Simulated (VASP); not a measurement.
A run of VASP 6.6.1 is set up as follows.

Contents of INCAR:

```
SYSTEM = ZnSe
PREC = Accurate ; ENCUT = 520
EDIFF = 1E-6 ; ISMEAR = 0
SIGMA = 0.05 ; LREAL = .False.
LASPH = .True. ; NELM = 80
ALGO = Normal ; ISIF = 2
LWAVE = .False. ; LCHARG = .False.
GGA = PE ; NBANDS = 16
```

Contents of KPOINTS:

```
regular mesh
0
Gamma
  10 10 10
  0 0 0
```

File POSCAR:

```
ZnSe
1.0
    0.0000000000      3.0764030741      2.8387958606
    2.8387958606      0.0000000000      2.8387958606
    2.8387958606      3.0764030741      0.0000000000
Zn Se
1 1
Direct
    0.0000000000      0.0000000000      0.0000000000
    0.7500000000      0.7500000000      0.7500000000
```

Potentials or basis: VASP PAW PBE potentials, release 64 (Zn, Se).

Command:

```bash
$ cat potpaw_PBE.64/Zn/POTCAR potpaw_PBE.64/Se/POTCAR > POTCAR
$ mpirun -np 1 vasp_std > vasp.out
```

Predict the pressure.

-2.5 GPa.

What does it give for the band gap on the k mesh?

0.82 eV, direct.

Stress tensor (GPa, compression positive):
```
-1.43  0.00  0.00
 0.00 -4.63  0.00
 0.00  0.00 -1.43
```
